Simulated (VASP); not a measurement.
# MgRh (Pm-3m) in VASP: further runs

The runs below take MgRh through single point, with LDA.

All numbers are computed with VASP 6.6.1; they aren't measurements. Logs are shortened: lines on timing, memory, paths and dates and some standing lists are left out, and cuts for length are marked.

**1. The cell of the first run**

The structure is cubic, space group Pm-3m (No. 221). The conventional cell has a = 3.099 Å, b = 3.099 Å, c = 3.099 Å, α = 90.00°, β = 90.00°, γ = 90.00°. Mg (site symmetry m-3m) has 8 Rh at 2.68 Å and 6 Mg at 3.10 Å within 3.5 Å. Within 3.5 Å of Rh (site symmetry m-3m) lie 8 Mg at 2.68 Å and 6 Rh at 3.10 Å.

**2. Single point, LDA**

INCAR reads:

```
  PREC = Accurate
  ENCUT = 520
  EDIFF = 1E-6
  ISMEAR = -1
  SIGMA = 0.1
  LREAL = False
  LASPH = True
  NELM = 60
  ALGO = Normal
  ISIF = 2
  LWAVE = False
  LCHARG = False
  GGA = CA
  NBANDS = 16
```

KPOINTS reads:

```
Automatic mesh
0
Gamma
  11 11 11
```

POSCAR reads:

```
MgRh
1.0
    3.0992000000      0.0000000000      0.0000000000
    0.0000000000      3.0992000000      0.0000000000
    0.0000000000      0.0000000000      3.0992000000
Mg Rh
1 1
Direct
    0.0000000000      0.0000000000      0.0000000000
    0.5000000000      0.5000000000      0.5000000000
```

Potentials or basis: VASP PAW LDA potentials, release 64 (Mg, Rh_pv).

On the command line:

```sh
$ cat potpaw_LDA.64/Mg/POTCAR potpaw_LDA.64/Rh_pv/POTCAR > POTCAR
$ mpirun -np 1 vasp_std > vasp.out
```

OUTCAR:

```text
PREC = Accurate
   ENCUT = 520
   EDIFF = 1E-6
   ISMEAR = -1
   LREAL = False
   LASPH = True
   NELM = 60
   ISIF = 2
   GGA = CA

 ion  position               nearest neighbor table
   1  0.000  0.000  0.000-   2 2.68   2 2.68   2 2.68   2 2.68   2 2.68   2 2.68   2 2.68   2 2.68

   2  0.500  0.500  0.500-   1 2.68   1 2.68   1 2.68   1 2.68   1 2.68   1 2.68   1 2.68   1 2.68

  LATTYP: Found a simple cubic cell.
 ALAT       =     3.0992000000

  Lattice vectors:

 A1 = (   3.0992000000,   0.0000000000,   0.0000000000)
 A2 = (   0.0000000000,   3.0992000000,   0.0000000000)
 A3 = (   0.0000000000,   0.0000000000,   3.0992000000)

Analysis of symmetry for initial positions (statically):
=====================================================================
 Subroutine PRICEL returns:
 Original cell was already a primitive cell.

 Routine SETGRP: Setting up the symmetry group for a
 simple cubic supercell.

 Subroutine GETGRP returns: Found 48 space group operations
 (whereof 48 operations were pure point group operations)
 out of a pool of 48 trial point group operations.

The static configuration has the point symmetry O_h .

Analysis of symmetry for dynamics (positions and initial velocities):
=====================================================================
 Subroutine PRICEL returns:
 Original cell was already a primitive cell.

 Routine SETGRP: Setting up the symmetry group for a
 simple cubic supercell.

 Subroutine GETGRP returns: Found 48 space group operations
 (whereof 48 operations were pure point group operations)
 out of a pool of 48 trial point group operations.

The dynamic configuration has the point symmetry O_h .

 Subroutine INISYM returns: Found 48 space group operations
 (whereof 48 operations are pure point group operations),
 and found     1 'primitive' translations

----------------------------------------------------------------------------------------

                                     Primitive cell

  volume of cell :      29.7679

  direct lattice vectors                    reciprocal lattice vectors
     3.099200000  0.000000000  0.000000000     0.322663913  0.000000000  0.000000000
     0.000000000  3.099200000  0.000000000     0.000000000  0.322663913  0.000000000
     0.000000000  0.000000000  3.099200000     0.000000000  0.000000000  0.322663913
[... 75 lines left out ...]
   PREC   = accura    normal or accurate (medium, high low for compatibility)
   ISTART =      0    job   : 0-new  1-cont  2-samecut
   ICHARG =      2    charge: 1-file 2-atom 10-const
   ISPIN  =      1    spin polarized calculation?
   LNONCOLLINEAR =      F non collinear calculations
   LSORBIT =      F    spin-orbit coupling
   LASPH  =      T    aspherical Exc in radial PAW
   ENCUT  =  520.0 eV  38.22 Ry    6.18 a.u.   5.76  5.76  5.76*2*pi/ulx,y,z
   NELM   =     60;   NELMIN=  2; NELMDL= -5     # of ELM steps
   EDIFF  = 0.1E-05   stopping-criterion for ELM
   LREAL  =      F    real-space projection
   EDIFFG = 0.1E-04   stopping-criterion for IOM
   NSW    =      0    number of steps for IOM
   IBRION =     -1    ionic relax: 0-MD 1-quasi-New 2-CG
   NFREE  =      0    steps in history (QN), initial steepest desc. (CG)
   ISIF   =      2    stress and relaxation
   ISYM   =      2    0-nonsym 1-usesym 2-fastsym
   POTIM  = 0.5000    time-step for ionic-motion
   TEBEG  =    0.0;   TEEND  =   0.0 temperature during run
   PSTRESS=    0.0 pullay stress
   NELECT =      17.0000    total number of electrons
   NUPDOWN=      -1.0000    fix difference up-down
   EMIN   =  10.00;   EMAX   =-10.00  energy-range for DOS
   EFERMI =   0.00;   METHOD = LEGACY
   ISMEAR =    -1;   SIGMA  =   0.10  broadening in eV -4-tet -1-fermi 0-gaus
   EFERMI_NEDOS =   21; number of points for ismear=-14 and -15
   IALGO  =     38    algorithm
   IMIX   =      4    mixing-type and parameters
     AMIX     =   0.40;   BMIX     =  1.00
     AMIX_MAG =   1.60;   BMIX_MAG =  1.00
  volume/ion in A,a.u.               =      14.88       100.44
  Fermi-wavevector in a.u.,A,eV,Ry     =   1.358235  2.566692 25.100054  1.844802
  Thomas-Fermi vector in A             =   2.485085
   LORBIT       =      0    0 simple, 1 ext, 2 COOP (PROOUT), +10 PAW based schemes
   GGA     = CA    functional components
   LHFCALC =     F    Hartree Fock is set to
   AEXX    =    0.0000 exact exchange contribution
   IVDW    =     0    specifies the selected vdW correction
   LEPSILON=     F    determine dielectric tensor
   LRPA    =     F    only Hartree local field effects (RPA)
 non-spin polarized calculation
  energy-cutoff  :      520.00
  volume of cell :       29.77
 maximum number of plane-waves:       813
 NGX is ok and might be reduce to    24
   NGX = 11   NGY = 11   NGZ = 11

 number of electron      17.0000011 magnetization

 Free energy of the ion-electron system (eV)
  ---------------------------------------------------
  ext. energy  EPLUGINS =         0.00000000
  ---------------------------------------------------
  free energy    TOTEN  =       -11.49712047 eV

  energy without entropy =      -11.45187725  energy(sigma->0) =      -11.47449886

 E-fermi :   6.5193     XC(G=0): -11.9860

 val. band max:        6.5060311968   @ k =   0.3636   0.3636   0.1818
 cond. band min:       6.5809102182   @ k =   0.4545   0.3636   0.3636
 fundamental gap:      0.0748790213
 Fermi energy:         6.5193216876

 k-point     1 :       0.0000    0.0000    0.0000
  band No.  band energies     occupation
      1     -38.4521      2.00000
      2     -38.4521      2.00000
      3     -38.4521      2.00000
      4      -0.4937      2.00000
      5       3.5936      2.00000
      6       3.5936      2.00000
[... 433 lines left out ...]
      3     -38.4546      2.00000
      4       1.0033      2.00000
      5       3.9856      2.00000
      6       4.1243      2.00000
[... 8 lines left out ...]
     15      22.6465      0.00000
     16      23.5515      0.00000

 [... further k-points ...]
[... 5 lines left out ...]
  --------------------------------------------------------------------------------------
  -------------------------------------------------------------------------------------
  Total       -1.2149766     -1.2149766     -1.2149766      0.0000000      0.0000000     -0.0000000
  in kB      -65.3927651    -65.3927651    -65.3927651      0.0000000      0.0000000     -0.0000000
  external PRESSURE =     -65.3927651 kB  Pullay stress =       0.0000000 kB

 VOLUME and BASIS-vectors are now :
 -----------------------------------------------------------------------------
  energy-cutoff  :      520.00
  volume of cell :       29.77
      direct lattice vectors                 reciprocal lattice vectors
     3.099200000  0.000000000  0.000000000     0.322663913  0.000000000  0.000000000
     0.000000000  3.099200000  0.000000000     0.000000000  0.322663913  0.000000000
     0.000000000  0.000000000  3.099200000     0.000000000  0.000000000  0.322663913

 POSITION                                       TOTAL-FORCE (eV/Angst)
 -----------------------------------------------------------------------------------
      0.00000      0.00000      0.00000         0.000000      0.000000      0.000000
      1.54960      1.54960      1.54960         0.000000      0.000000      0.000000
 -----------------------------------------------------------------------------------
    total drift:                                0.000000     -0.000000     -0.000000

  FREE ENERGIE OF THE ION-ELECTRON SYSTEM (eV)
  ---------------------------------------------------
  free  energy   TOTEN  =       -11.4971204672 eV

  energy  without entropy=      -11.4518772488  energy(sigma->0) =      -11.47449886
```

OSZICAR:

```text
N       E                     dE             d eps       ncg     rms          rms(c)
DAV:   1     0.120927057778E+03    0.12093E+03   -0.10176E+04  1872   0.103E+03
DAV:   2    -0.992154322734E+01   -0.13085E+03   -0.12388E+03  2008   0.292E+02
DAV:   3    -0.117765164617E+02   -0.18550E+01   -0.18502E+01  2192   0.383E+01
DAV:   4    -0.117875883996E+02   -0.11072E-01   -0.11072E-01  2136   0.301E+00
DAV:   5    -0.117877593586E+02   -0.17096E-03   -0.17096E-03  2304   0.383E-01    0.563E+00
DAV:   6    -0.115981575343E+02    0.18960E+00   -0.10532E+00  1904   0.116E+01    0.188E+00
DAV:   7    -0.115127991359E+02    0.85358E-01   -0.14951E-01  1928   0.461E+00    0.122E+00
DAV:   8    -0.114973508488E+02    0.15448E-01   -0.94153E-03  2184   0.721E-01    0.875E-02
DAV:   9    -0.114971494755E+02    0.20137E-03   -0.38598E-04  2184   0.176E-01    0.513E-02
DAV:  10    -0.114971205323E+02    0.28943E-04   -0.17503E-05  2200   0.455E-02    0.274E-03
DAV:  11    -0.114971204672E+02    0.65104E-07   -0.37858E-07  1568   0.653E-03
   1 F= -.11497120E+02 E0= -.11474499E+02  d E =-.452432E-01
```

Wall time 9.3 s (1 thread of AMD EPYC 9R45 (Zen 5), shared host); peak memory 0.12 GiB.

What came out:

| Item | Value |
| --- | --- |
| Free energy | -11.4971 eV |
| Pressure | -6.5 GPa |

**3. Single point, LDA, collinear spin, zero start**

INCAR reads:

```
SYSTEM = MgRh
  PREC = Accurate
  ENCUT = 520
  EDIFF = 1E-6
  ISMEAR = -1
  SIGMA = 0.1
  LREAL = .FALSE.
  LASPH = .TRUE.
  NELM = 150
  ALGO = Normal
  ISIF = 2
  LWAVE = .FALSE.
  LCHARG = .FALSE.
  ISPIN = 2
  MAGMOM = 0 0
  LORBIT = 11
  NUPDOWN = 0.0
  LMAXMIX = 4
  GGA = CA
  NBANDS = 20
```

KPOINTS reads:

```
regular mesh
0
G
  11 11 11
  0 0 0
```

POSCAR is that of step 2.

Potentials or basis: VASP PAW LDA potentials, release 64 (Mg, Rh_pv).

On the command line:

```sh
$ cat potpaw_LDA.64/Mg/POTCAR potpaw_LDA.64/Rh_pv/POTCAR > POTCAR
$ mpirun -np 1 vasp_std > vasp.out
```

Wall time 23 s (1 thread of AMD EPYC 9R45 (Zen 5), shared host); peak memory 0.14 GiB.

The run converged. Its results:

```yaml
Free_energy: -11.4971 eV
Pressure: -6.6 GPa
Net_moment: 0.00 μB per cell
Valence_electrons_inside_the_program's_atomic_spheres: Mg 0.46; Rh 13.85
```

Caveat: the total moment is fixed, so each spin has its own Fermi level.
